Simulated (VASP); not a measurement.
# Al in VASP: settings compared

The runs below take Al through single point, with PBEsol, PBE, PBEsol+D3(BJ).

Program: VASP 6.6.1. These are calculated values, not measurements. Logs are shortened: lines on timing, memory, paths and dates and some standing lists are left out, and cuts for length are marked.

**1. The cell of the first run**

It takes space group Immm (No. 71, orthorhombic). Conventional cell: a = 2.835 Å, b = 2.892 Å, c = 4.050 Å, α = 90.00°, β = 90.00°, γ = 90.00°. Within 3.7 Å of Al (site symmetry mmm) lie 12 Al at 2.83 to 2.89 Å.

**2. Single point, PBEsol**

INCAR

```
PREC = Accurate
ENCUT = 520
EDIFF = 1E-6
ISMEAR = -1
SIGMA = 0.05
LREAL = F
LASPH = T
NELM = 100
ALGO = Fast
ISIF = 2
LWAVE = F
LCHARG = F
GGA = PS
NBANDS = 8
```

KPOINTS

```
regular mesh
0
Gamma
  11 11 11
```

POSCAR

```
Al
1.0
   -0.0202480500      2.0248050000      2.0248050000
    2.0248050000     -0.0202480500      2.0248050000
    2.0045569500      2.0045569500      0.0000000000
Al
1
Direct
    0.0000000000      0.0000000000      0.0000000000
```

Potentials or basis: VASP PAW PBE potentials, release 64 (Al).

Command:

```
$ cat potpaw_PBE.64/Al/POTCAR > POTCAR
$ mpirun -np 1 vasp_std > vasp.out
```

OUTCAR:

```text
PREC = Accurate
   ENCUT = 520
   EDIFF = 1E-6
   ISMEAR = -1
   LREAL = F
   LASPH = T
   NELM = 100
   ISIF = 2
   GGA = PS

 ion  position               nearest neighbor table
   1  0.000  0.000  0.000-

  LATTYP: Found a body centered orthorhombic cell.
 ALAT       =     2.8348716252
 B/A-ratio  =     1.0202020202
 C/A-ratio  =     1.4284985479

  Lattice vectors:

 A1 = (   0.0202480500,  -2.0248050000,  -2.0248050000)
 A2 = (  -0.0202480500,   2.0248050000,  -2.0248050000)
 A3 = (   2.0248050000,  -0.0202480500,   2.0248050000)

Analysis of symmetry for initial positions (statically):
=====================================================================
 Subroutine PRICEL returns:
 Original cell was already a primitive cell.

 Routine SETGRP: Setting up the symmetry group for a
 body centered orthorhombic supercell.

 Subroutine GETGRP returns: Found  8 space group operations
 (whereof  8 operations were pure point group operations)
 out of a pool of  8 trial point group operations.

The static configuration has the point symmetry D_2h.

Analysis of symmetry for dynamics (positions and initial velocities):
=====================================================================
 Subroutine PRICEL returns:
 Original cell was already a primitive cell.

 Routine SETGRP: Setting up the symmetry group for a
 body centered orthorhombic supercell.

 Subroutine GETGRP returns: Found  8 space group operations
 (whereof  8 operations were pure point group operations)
 out of a pool of  8 trial point group operations.

The dynamic configuration has the point symmetry D_2h.

 Subroutine INISYM returns: Found  8 space group operations
 (whereof  8 operations are pure point group operations),
 and found     1 'primitive' translations

----------------------------------------------------------------------------------------

                                     Primitive cell

  volume of cell :      16.6011

  direct lattice vectors                    reciprocal lattice vectors
    -0.020248050  2.024805000  2.024805000    -0.244492435  0.244492435  0.246937359
     2.024805000 -0.020248050  2.024805000     0.244492435 -0.244492435  0.246937359
     2.004556950  2.004556950  0.000000000     0.249431676  0.249431676 -0.246937359

  length of vectors
     2.863578279  2.863578279  2.834871625     0.424889587  0.424889587  0.430593058

  position of ions in fractional coordinates (direct lattice)
     0.000000000  0.000000000  0.000000000

  ion indices of the primitive-cell ions
   primitive index   ion index
                 1           1

----------------------------------------------------------------------------------------

 KPOINTS: regular mesh

Automatic generation of k-mesh.
 Grid dimensions read from file:
 generate k-points for:   11   11   11

 Generating k-lattice:

  Cartesian coordinates                     Fractional coordinates (reciprocal lattice)
    -0.022226585  0.022226585  0.022448851     0.090909091 -0.000000000  0.000000000
     0.022226585 -0.022226585  0.022448851    -0.000000000  0.090909091  0.000000000
     0.022675607  0.022675607 -0.022448851     0.000000000  0.000000000  0.090909091

  Length of vectors
     0.038626326  0.038626326  0.039144823

  Shift w.r.t. Gamma in fractional coordinates (k-lattice)
     0.000000000  0.000000000  0.000000000

 Subroutine IBZKPT returns following result:
 ===========================================

 Found    216 irreducible k-points:

 Following reciprocal coordinates:
            Coordinates               Weight
  0.000000  0.000000  0.000000      1.000000
  0.090909  0.000000  0.000000      4.000000
  0.181818  0.000000  0.000000      4.000000
  0.272727  0.000000  0.000000      4.000000
  0.363636  0.000000  0.000000      4.000000
  0.454545  0.000000  0.000000      4.000000
[... 16 lines left out ...]
 -0.272727  0.181818  0.000000      4.000000
 -0.181818  0.181818  0.000000      2.000000
 [... further k-points ...]
   k-points           NKPTS =    216   k-points in BZ     NKDIM =    216   number of bands    NBANDS=      8
   number of dos      NEDOS =    301   number of ions     NIONS =      1
   total plane-waves  NPLWV =  13824
   dimension x,y,z NGX =    24 NGY =   24 NGZ =   24
   dimension x,y,z NGXF=    48 NGYF=   48 NGZF=   48
   ions per type =               1
   NGX,Y,Z   is equivalent  to a cutoff of  13.93, 13.93, 14.07 a.u.
   NGXF,Y,Z  is equivalent  to a cutoff of  27.87, 27.87, 28.15 a.u.
 SYSTEM =  unknown system
   PREC   = accura    normal or accurate (medium, high low for compatibility)
   ISTART =      0    job   : 0-new  1-cont  2-samecut
   ICHARG =      2    charge: 1-file 2-atom 10-const
   ISPIN  =      1    spin polarized calculation?
   LNONCOLLINEAR =      F non collinear calculations
   LSORBIT =      F    spin-orbit coupling
   LASPH  =      T    aspherical Exc in radial PAW
   ENCUT  =  520.0 eV  38.22 Ry    6.18 a.u.   5.32  5.32  5.27*2*pi/ulx,y,z
   NELM   =    100;   NELMIN=  2; NELMDL= -5     # of ELM steps
   EDIFF  = 0.1E-05   stopping-criterion for ELM
   LREAL  =      F    real-space projection
   EDIFFG = 0.1E-04   stopping-criterion for IOM
   NSW    =      0    number of steps for IOM
   IBRION =     -1    ionic relax: 0-MD 1-quasi-New 2-CG
   NFREE  =      0    steps in history (QN), initial steepest desc. (CG)
   ISIF   =      2    stress and relaxation
   ISYM   =      2    0-nonsym 1-usesym 2-fastsym
   POTIM  = 0.5000    time-step for ionic-motion
   TEBEG  =    0.0;   TEEND  =   0.0 temperature during run
   PSTRESS=    0.0 pullay stress
   NELECT =       3.0000    total number of electrons
   NUPDOWN=      -1.0000    fix difference up-down
   EMIN   =  10.00;   EMAX   =-10.00  energy-range for DOS
   EFERMI =   0.00;   METHOD = LEGACY
   ISMEAR =    -1;   SIGMA  =   0.05  broadening in eV -4-tet -1-fermi 0-gaus
   EFERMI_NEDOS =   21; number of points for ismear=-14 and -15
   IALGO  =     68    algorithm
   IMIX   =      4    mixing-type and parameters
     AMIX     =   0.40;   BMIX     =  1.00
     AMIX_MAG =   1.60;   BMIX_MAG =  1.00
  volume/ion in A,a.u.               =      16.60       112.03
  Fermi-wavevector in a.u.,A,eV,Ry     =   0.925557  1.749049 11.655510  0.856656
  Thomas-Fermi vector in A             =   2.051424
   LORBIT       =      0    0 simple, 1 ext, 2 COOP (PROOUT), +10 PAW based schemes
   GGA     = PS    functional components
   LHFCALC =     F    Hartree Fock is set to
   AEXX    =    0.0000 exact exchange contribution
   IVDW    =     0    specifies the selected vdW correction
   LEPSILON=     F    determine dielectric tensor
   LRPA    =     F    only Hartree local field effects (RPA)
 non-spin polarized calculation
 RMM-DIIS sequential band-by-band and
  energy-cutoff  :      520.00
  volume of cell :       16.60
 maximum number of plane-waves:       465
 NGX is ok and might be reduce to    24
   NGX = 11   NGY = 11   NGZ = 11

 number of electron       3.0000000 magnetization

 Free energy of the ion-electron system (eV)
  ---------------------------------------------------
  ext. energy  EPLUGINS =         0.00000000
  ---------------------------------------------------
  free energy    TOTEN  =        -4.09964075 eV

  energy without entropy =       -4.09674671  energy(sigma->0) =       -4.09819373

 E-fermi :   7.8839     XC(G=0): -10.2344

 val. band max:        7.8727887005   @ k =  -0.4545   0.3636   0.0000
 cond. band min:       7.8913161278   @ k =  -0.4545  -0.4545   0.1818
 fundamental gap:      0.0185274273
 Fermi energy:         7.8838525931

 k-point     1 :       0.0000    0.0000    0.0000
  band No.  band energies     occupation
      1      -3.2016      2.00000
      2      20.1378      0.00000
      3      20.4369      0.00000
      4      20.7652      0.00000
      5      21.5546      0.00000
      6      21.8427      0.00000
      7      22.2380      0.00000
      8      24.3824      0.00000

 k-point     2 :       0.0909    0.0000    0.0000
  band No.  band energies     occupation
      1      -2.9810      2.00000
      2      17.2904      0.00000
      3      19.7111      0.00000
      4      20.1301      0.00000
      5      22.4842      0.00000
      6      22.8472      0.00000
      7      23.1949      0.00000
      8      26.0922      0.00000

 k-point     3 :       0.1818    0.0000    0.0000
  band No.  band energies     occupation
      1      -2.3211      2.00000
      2      13.6864      0.00000
      3      19.0092      0.00000
      4      19.3989      0.00000
      5      22.4515      0.00000
      6      23.6200      0.00000
      7      23.8420      0.00000
      8      25.1180      0.00000

 k-point     4 :       0.2727    0.0000    0.0000
  band No.  band energies     occupation
      1      -1.2281      2.00000
      2      10.3064      0.00000
      3      18.6272      0.00000
      4      18.9822      0.00000
      5      22.1338      0.00000
      6      22.2977      0.00000
      7      22.3277      0.00000
      8      26.2248      0.00000

 k-point     5 :       0.3636    0.0000    0.0000
  band No.  band energies     occupation
      1       0.2884      2.00000
      2       7.2460      1.99999
      3      18.6039      0.00000
      4      18.9220      0.00000
      5      20.7418      0.00000
      6      20.9477      0.00000
      7      22.3530      0.00000
      8      24.7767      0.00000
[... 177 lines left out ...]
 k-point    22 :      -0.3636    0.1818    0.0000
  band No.  band energies     occupation
      1       2.2553      2.00000
      2       6.1716      2.00000
      3      12.4663      0.00000
      4      17.1829      0.00000
      5      19.0219      0.00000
      6      23.4979      0.00000
      7      26.0740      0.00000
      8      29.0244      0.00000

 k-point    23 :      -0.2727    0.1818    0.0000
  band No.  band energies     occupation
      1       0.4808      2.00000
      2       8.9259      0.00000
      3      12.3007      0.00000
      4      18.3614      0.00000
      5      20.2884      0.00000
      6      23.2986      0.00000
      7      25.6960      0.00000
      8      26.2211      0.00000

 k-point    24 :      -0.1818    0.1818    0.0000
  band No.  band energies     occupation
      1      -0.8810      2.00000
      2      11.5633      0.00000
      3      12.9945      0.00000
      4      19.8960      0.00000
      5      21.8654      0.00000
      6      23.0233      0.00000
      7      24.1709      0.00000
      8      25.1165      0.00000

 [... further k-points ...]
[... 5 lines left out ...]
  --------------------------------------------------------------------------------------
  -------------------------------------------------------------------------------------
  Total       -0.1887153     -0.1887153     -0.1913513      0.0318459      0.0000000      0.0000000
  in kB      -18.2130026    -18.2130026    -18.4674000      3.0734645      0.0000000      0.0000000
  external PRESSURE =     -18.2978017 kB  Pullay stress =       0.0000000 kB

 VOLUME and BASIS-vectors are now :
 -----------------------------------------------------------------------------
  energy-cutoff  :      520.00
  volume of cell :       16.60
      direct lattice vectors                 reciprocal lattice vectors
    -0.020248050  2.024805000  2.024805000    -0.244492435  0.244492435  0.246937359
     2.024805000 -0.020248050  2.024805000     0.244492435 -0.244492435  0.246937359
     2.004556950  2.004556950  0.000000000     0.249431676  0.249431676 -0.246937359

 POSITION                                       TOTAL-FORCE (eV/Angst)
 -----------------------------------------------------------------------------------
      0.00000      0.00000      0.00000         0.000000      0.000000      0.000000
 -----------------------------------------------------------------------------------
    total drift:                                0.000000      0.000000      0.000000

  FREE ENERGIE OF THE ION-ELECTRON SYSTEM (eV)
  ---------------------------------------------------
  free  energy   TOTEN  =        -4.0996407487 eV

  energy  without entropy=       -4.0967467076  energy(sigma->0) =       -4.09819373
```

It took 54 s on 1 thread of AMD EPYC 7R13, shared host; peak memory 0.12 GiB.

What came out:

```yaml
Free_energy: -4.0996 eV
Pressure: -1.8 GPa
```

Stress tensor (GPa, compression positive):
```
-1.82  0.31  0.00
 0.31 -1.82  0.00
 0.00  0.00 -1.85
```

Levels at points of the mesh, in eV from the Fermi level:
```csv
k point,band 1,band 2,band 3,band 4,band 5
"(0.00, 0.00, 0.00)",-11.09,12.25,12.55,12.88,13.67
```

Caveat: the PAW data sets were made with another functional, which shifts forces and pressure a little.

(Part 1 of 2 ends here.)
